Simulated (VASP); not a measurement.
# LiAuS2 (R-3m) in VASP: single point with PBEsol+U

Aim: the single point of LiAuS2 with PBEsol+U.

Everything below comes from runs of VASP 6.6.1. Logs are shortened: lines on timing, memory, paths and dates and some standing lists are left out, and cuts for length are marked.

### 1 The cell of the first run

Symmetry: R-3m, No. 166, trigonal system. The conventional cell has a = 3.817 Å, b = 3.817 Å, c = 20.784 Å, α = 90.00°, β = 90.00°, γ = 120.00°. Within 4.2 Å of Li (site symmetry -3m) lie 6 S at 3.03 Å and 6 Li at 3.82 Å and 6 Au at 4.11 Å. Within 3.4 Å of Au (site symmetry -3m) lie 6 S at 2.60 Å. Within 3.4 Å of S (site symmetry 3m) lie 3 Au at 2.60 Å and 3 Li at 3.03 Å.

### 2 Single point, PBEsol+U, collinear spin

INCAR reads:

```
SYSTEM = LiAuS2
PREC = Accurate
ENCUT = 520
EDIFF = 1E-7
ISMEAR = 0
SIGMA = 0.05
LREAL = .FALSE.
LASPH = .TRUE.
NELM = 150
ALGO = Normal
ISIF = 2
LWAVE = .FALSE.
LCHARG = .TRUE.
ISPIN = 2
MAGMOM = 0 2 0 0
LORBIT = 11
LMAXMIX = 4
LDAU = .TRUE.
LDAUTYPE = 2
LDAUL = -1 2 -1
LDAUU = 0 1 0
LDAUJ = 0 0 0
LDAUPRINT = 1
GGA = PS
LELF = .TRUE.
LVHAR = .TRUE.
NBANDS = 25
```

KPOINTS reads:

```
regular mesh
0
G
  6 6 6
  0 0 0
```

POSCAR reads:

```
LiAuS2
1.0
    1.9083725800      1.1017994200      6.9281207000
   -1.9083725800      1.1017994200      6.9281207000
    0.0000000000     -2.2035988500      6.9281207000
Li Au S
1 1 2
Direct
    0.5000000000      0.5000000000      0.5000000000
    0.0000000000      0.0000000000      0.0000000000
    0.2667000000      0.2667000000      0.2667000000
    0.7333000000      0.7333000000      0.7333000000
```

Potentials or basis: VASP PAW PBE potentials, release 64 (Li_sv, Au, S).

Launch:

```
$ cat potpaw_PBE.64/Li_sv/POTCAR potpaw_PBE.64/Au/POTCAR potpaw_PBE.64/S/POTCAR > POTCAR
$ mpirun -np 1 vasp_std > vasp.out
```

OUTCAR:

```text
SYSTEM = LiAuS2
   PREC = Accurate
   ENCUT = 520
   EDIFF = 1E-7
   ISMEAR = 0
   LREAL = .FALSE.
   LASPH = .TRUE.
   NELM = 150
   ISIF = 2
   ISPIN = 2
   LORBIT = 11
   GGA = PS

 ion  position               nearest neighbor table
   1  0.500  0.500  0.500-
   2  0.000  0.000  0.000-   4 2.60   4 2.60   3 2.60   3 2.60   4 2.60   3 2.60
   3  0.267  0.267  0.267-   2 2.60   2 2.60   2 2.60
   4  0.733  0.733  0.733-   2 2.60   2 2.60   2 2.60

  LATTYP: Found a trigonal (rhomboedric) cell.
 ALAT       =     7.2701240911
 COS(alpha) =     0.8621925539

  Lattice vectors:

 A1 = (   1.9083725800,   1.1017994200,   6.9281207000)
 A2 = (  -1.9083725800,   1.1017994200,   6.9281207000)
 A3 = (   0.0000000000,  -2.2035988500,   6.9281207000)

Analysis of symmetry for initial positions (statically):
=====================================================================
 Subroutine PRICEL returns:
 Original cell was already a primitive cell.

 Routine SETGRP: Setting up the symmetry group for a
 trigonal (rhombohedral) supercell.

 Subroutine GETGRP returns: Found 12 space group operations
 (whereof 12 operations were pure point group operations)
 out of a pool of 12 trial point group operations.

The static configuration has the point symmetry D_3d.

Analysis of symmetry for dynamics (positions and initial velocities):
=====================================================================
 Subroutine PRICEL returns:
 Original cell was already a primitive cell.

 Routine SETGRP: Setting up the symmetry group for a
 trigonal (rhombohedral) supercell.

 Subroutine GETGRP returns: Found 12 space group operations
 (whereof 12 operations were pure point group operations)
 out of a pool of 12 trial point group operations.

The dynamic configuration has the point symmetry D_3d.

Analysis of structural, dynamic, and magnetic symmetry:
=====================================================================
 Subroutine PRICEL returns:
 Original cell was already a primitive cell.

 Routine SETGRP: Setting up the symmetry group for a
 trigonal (rhombohedral) supercell.

 Subroutine GETGRP returns: Found 12 space group operations
 (whereof 12 operations were pure point group operations)
 out of a pool of 12 trial point group operations.

The overall configuration has the point symmetry D_3d.

 Subroutine INISYM returns: Found 12 space group operations
 (whereof 12 operations are pure point group operations),
 and found     1 'primitive' translations

----------------------------------------------------------------------------------------

                                     Primitive cell

  volume of cell :      87.4042

  direct lattice vectors                    reciprocal lattice vectors
     1.908372580  1.101799420  6.928120700     0.262003345  0.151267702  0.048113096
    -1.908372580  1.101799420  6.928120700    -0.262003345  0.151267702  0.048113096
     0.000000000 -2.203598850  6.928120700     0.000000000 -0.302535404  0.048113095

  length of vectors
     7.270124091  7.270124091  7.270124093     0.306337299  0.306337299  0.306337298

  position of ions in fractional coordinates (direct lattice)
     0.500000000  0.500000000  0.500000000
     0.000000000  0.000000000  0.000000000
     0.266700000  0.266700000  0.266700000
     0.733300000  0.733300000  0.733300000

  ion indices of the primitive-cell ions
   primitive index   ion index
                 1           1
                 2           2
[... 78 lines left out ...]
   IBRION =     -1    ionic relax: 0-MD 1-quasi-New 2-CG
   NFREE  =      0    steps in history (QN), initial steepest desc. (CG)
   ISIF   =      2    stress and relaxation
   ISYM   =      2    0-nonsym 1-usesym 2-fastsym
   POTIM  = 0.5000    time-step for ionic-motion
   TEBEG  =    0.0;   TEEND  =   0.0 temperature during run
   PSTRESS=    0.0 pullay stress
   NELECT =      26.0000    total number of electrons
   NUPDOWN=      -1.0000    fix difference up-down
   EMIN   =  10.00;   EMAX   =-10.00  energy-range for DOS
   EFERMI =   0.00;   METHOD = LEGACY
   ISMEAR =     0;   SIGMA  =   0.05  broadening in eV -4-tet -1-fermi 0-gaus
   EFERMI_NEDOS =   21; number of points for ismear=-14 and -15
   IALGO  =     38    algorithm
   IMIX   =      4    mixing-type and parameters
     AMIX     =   0.40;   BMIX     =  1.00
     AMIX_MAG =   1.60;   BMIX_MAG =  1.00
  volume/ion in A,a.u.               =      21.85       147.46
  Fermi-wavevector in a.u.,A,eV,Ry     =   1.092836  2.065161 16.249320  1.194291
  Thomas-Fermi vector in A             =   2.229110
   LORBIT       =     11    0 simple, 1 ext, 2 COOP (PROOUT), +10 PAW based schemes
 LDA+U is selected, type is set to LDAUTYPE =  2
   angular momentum for each species LDAUL =    -1    2   -1
   U (eV)           for each species LDAUU =   0.0  1.0  0.0
   J (eV)           for each species LDAUJ =   0.0  0.0  0.0
   GGA     = PS    functional components
   LHFCALC =     F    Hartree Fock is set to
   AEXX    =    0.0000 exact exchange contribution
   IVDW    =     0    specifies the selected vdW correction
   LEPSILON=     F    determine dielectric tensor
   LRPA    =     F    only Hartree local field effects (RPA)
 spin polarized calculation
 Gauss-broadening in eV      SIGMA  =   0.05
  energy-cutoff  :      520.00
  volume of cell :       87.40
 maximum number of plane-waves:      2377
   NGX = 27   NGY = 27   NGZ = 27

atom =   2  type =  2  l = 2

 onsite density matrix

spin component  1

  0.8788  0.0000 -0.0000 -0.0381  0.0000
  0.0000  0.8565 -0.0000 -0.0000 -0.0381
 -0.0000 -0.0000  0.9090 -0.0000  0.0000
 -0.0381 -0.0000 -0.0000  0.8565 -0.0000
  0.0000 -0.0381  0.0000 -0.0000  0.8788

spin component  2

  0.8723 -0.0000 -0.0000 -0.0476  0.0000
 -0.0000  0.8406 -0.0000  0.0000 -0.0476
 -0.0000 -0.0000  0.9077 -0.0000  0.0000
 -0.0476  0.0000 -0.0000  0.8406 -0.0000
  0.0000 -0.0476  0.0000 -0.0000  0.8723

 occupancies and eigenvectors

  o =  0.8063  v =  0.0000  0.0000  0.0000  0.0000  0.0000  0.5849  0.0000  0.0000  0.8111 -0.0000      0.0000  0.0000  0.0000  0.0000  0.0000  0.0000  0.0000  0.0000  0.0000  0.0000
  o =  0.8063  v =  0.0000  0.0000  0.0000  0.0000  0.0000  0.0000 -0.8111  0.0000 -0.0000 -0.5849      0.0000  0.0000  0.0000  0.0000  0.0000  0.0000  0.0000  0.0000  0.0000  0.0000
  o =  0.8279  v = -0.5999  0.0000 -0.0000 -0.8001  0.0000  0.0000  0.0000  0.0000  0.0000  0.0000      0.0000  0.0000  0.0000  0.0000  0.0000  0.0000  0.0000  0.0000  0.0000  0.0000
  o =  0.8279  v =  0.0000  0.8001 -0.0000  0.0000  0.5999  0.0000  0.0000  0.0000  0.0000  0.0000      0.0000  0.0000  0.0000  0.0000  0.0000  0.0000  0.0000  0.0000  0.0000  0.0000
  o =  0.9066  v =  0.0000  0.0000  0.0000  0.0000  0.0000  0.0000 -0.5849 -0.0000  0.0000  0.8111      0.0000  0.0000  0.0000  0.0000  0.0000  0.0000  0.0000  0.0000  0.0000  0.0000
  o =  0.9066  v =  0.0000  0.0000  0.0000  0.0000  0.0000 -0.8111  0.0000  0.0000  0.5849 -0.0000      0.0000  0.0000  0.0000  0.0000  0.0000  0.0000  0.0000  0.0000  0.0000  0.0000
  o =  0.9073  v =  0.0000  0.5999  0.0000 -0.0000 -0.8001  0.0000  0.0000  0.0000  0.0000  0.0000      0.0000  0.0000  0.0000  0.0000  0.0000  0.0000  0.0000  0.0000  0.0000  0.0000
  o =  0.9073  v = -0.8001  0.0000  0.0000  0.5999 -0.0000  0.0000  0.0000  0.0000  0.0000  0.0000      0.0000  0.0000  0.0000  0.0000  0.0000  0.0000  0.0000  0.0000  0.0000  0.0000
  o =  0.9077  v =  0.0000  0.0000  0.0000  0.0000  0.0000  0.0000  0.0000 -1.0000 -0.0000 -0.0000      0.0000  0.0000  0.0000  0.0000  0.0000  0.0000  0.0000  0.0000  0.0000  0.0000
  o =  0.9090  v =  0.0000  0.0000 -1.0000  0.0000 -0.0000  0.0000  0.0000  0.0000  0.0000  0.0000      0.0000  0.0000  0.0000  0.0000  0.0000  0.0000  0.0000  0.0000  0.0000  0.0000

 number of electron      26.0000002 magnetization       0.1604863

 Free energy of the ion-electron system (eV)
  ---------------------------------------------------
  ext. energy  EPLUGINS =         0.00000000
  ---------------------------------------------------
  free energy    TOTEN  =       -14.73769600 eV

  energy without entropy =      -14.73109915  energy(sigma->0) =      -14.73439758

 E-fermi :   3.2863     XC(G=0):  -9.1516

 val. band max:        3.2819844759   @ k =  -0.3333   0.5000   0.3333
 cond. band min:       3.2893287183   @ k =  -0.3333   0.5000   0.1667
 fundamental gap:      0.0073442424
 Fermi energy:         3.2862821585

 spin component 1

 k-point     1 :       0.0000    0.0000    0.0000
  band No.  band energies     occupation
      1     -42.7953      1.00000
      2     -10.0184      1.00000
      3      -8.8206      1.00000
      4      -2.4214      1.00000
      5      -2.1809      1.00000
      6      -2.1809      1.00000
[... 1337 lines left out ...]
     24      14.7344      0.00000
     25      15.4250      0.00000

 [... further k-points ...]

------------------------ aborting loop because EDIFF is reached ----------------------------------------

  FORCE on cell =-STRESS in cart. coord.  units (eV):
  Direction    XX          YY          ZZ          XY          YZ          ZX
  --------------------------------------------------------------------------------------
  -------------------------------------------------------------------------------------
  Total       -4.1880206     -4.1880206     -5.0528310     -0.0000000      0.0000000      0.0000000
  in kB      -76.7691948    -76.7691949    -92.6217428     -0.0000000      0.0000000      0.0000000
  external PRESSURE =     -82.0533775 kB  Pullay stress =       0.0000000 kB

 VOLUME and BASIS-vectors are now :
 -----------------------------------------------------------------------------
  energy-cutoff  :      520.00
  volume of cell :       87.40
      direct lattice vectors                 reciprocal lattice vectors
     1.908372580  1.101799420  6.928120700     0.262003345  0.151267702  0.048113096
    -1.908372580  1.101799420  6.928120700    -0.262003345  0.151267702  0.048113096
     0.000000000 -2.203598850  6.928120700     0.000000000 -0.302535404  0.048113095

 POSITION                                       TOTAL-FORCE (eV/Angst)
 -----------------------------------------------------------------------------------
      0.00000     -0.00000     10.39218        -0.000000     -0.000000     -0.000000
      0.00000      0.00000      0.00000         0.000000     -0.000000     -0.000000
      0.00000     -0.00000      5.54319         0.000000     -0.000000      0.177738
      0.00000     -0.00000     15.24117         0.000000      0.000000     -0.177738
 -----------------------------------------------------------------------------------
    total drift:                                0.000000      0.000000     -0.000000

  FREE ENERGIE OF THE ION-ELECTRON SYSTEM (eV)
  ---------------------------------------------------
  free  energy   TOTEN  =       -14.7376960046 eV

  energy  without entropy=      -14.7310991483  energy(sigma->0) =      -14.73439758

 total charge

# of ion       s       p       d       tot
------------------------------------------
    1        2.002   0.021   0.000   2.023
    2        0.513   0.362   8.672   9.547
    3        1.359   2.208   0.000   3.568
    4        1.359   2.208   0.000   3.568
--------------------------------------------------
tot          5.233   4.800   8.672  18.705

 magnetization (x)

# of ion       s       p       d       tot
------------------------------------------
    1        0.000   0.001   0.000   0.001
    2       -0.001  -0.001   0.046   0.044
    3        0.002   0.030   0.000   0.032
    4        0.002   0.030   0.000   0.032
--------------------------------------------------
tot          0.003   0.060   0.046   0.109
```

It took 12 min on 1 thread of Intel Xeon Platinum 8259CL at 2.50GHz (Skylake/Cascade Lake), shared host; peak memory 0.57 GiB.

What came out:

```yaml
Free_energy: -14.7377 eV
Largest_force: 0.178 eV/Å
Net_moment: 0.16 μB per cell
Site_moments: Li +0.00; Au +0.04; S +0.03 μB
Valence_electrons_inside_the_program's_atomic_spheres: Li 2.02; Au 9.55; S 3.57
```

Forces on the atoms (eV/Å):
```
Li   0.000  0.000  0.000
Au   0.000  0.000  0.000
S    0.000  0.000  0.178
S    0.000  0.000 -0.178
```

Levels at points of the mesh, in eV from the Fermi level:
Spin up:
```tsv
k point	band 10	band 11	band 12	band 13	band 14	band 15	band 16	band 17
(0.00, 0.00, 0.00)	-1.42	-1.01	-1.01	0.77	0.77	1.75	4.26	6.17
(0.50, 0.00, 0.00)	-3.26	-2.41	-2.21	-0.21	0.47	2.86	4.98	4.99
(0.50, 0.50, 0.00)	-3.29	-2.31	-2.28	0.43	0.63	2.32	3.36	5.71
(0.50, 0.50, 0.50)	-2.44	-1.04	-1.04	0.78	0.78	3.32	4.07	4.87
```
Spin down:
```tsv
k point	band 10	band 11	band 12	band 13	band 14	band 15	band 16	band 17
(0.00, 0.00, 0.00)	-1.37	-0.97	-0.97	0.82	0.82	1.77	4.28	6.21
(0.50, 0.00, 0.00)	-3.23	-2.37	-2.17	-0.16	0.52	2.90	5.00	5.02
(0.50, 0.50, 0.00)	-3.26	-2.27	-2.24	0.49	0.69	2.35	3.38	5.74
(0.50, 0.50, 0.50)	-2.40	-0.99	-0.99	0.84	0.84	3.36	4.10	4.90
```

Eigenvalues of the final occupation matrices:
| site | spin | trace | eigenvalues |
| --- | --- | --- | --- |
| site 2 d | 1 | 4.38 | 0.83 0.83 0.91 0.91 0.91 |
| site 2 d | 2 | 4.33 | 0.81 0.81 0.91 0.91 0.91 |

Caveat: the cutoff is under 1.25 times the usual one of these potentials, so pressure, stress and relaxed cells hold a basis-set (Pulay) error; the PAW data sets were made with another functional, which shifts forces and pressure a little; spin-orbit coupling is left out, which moves the levels of the heavy elements.
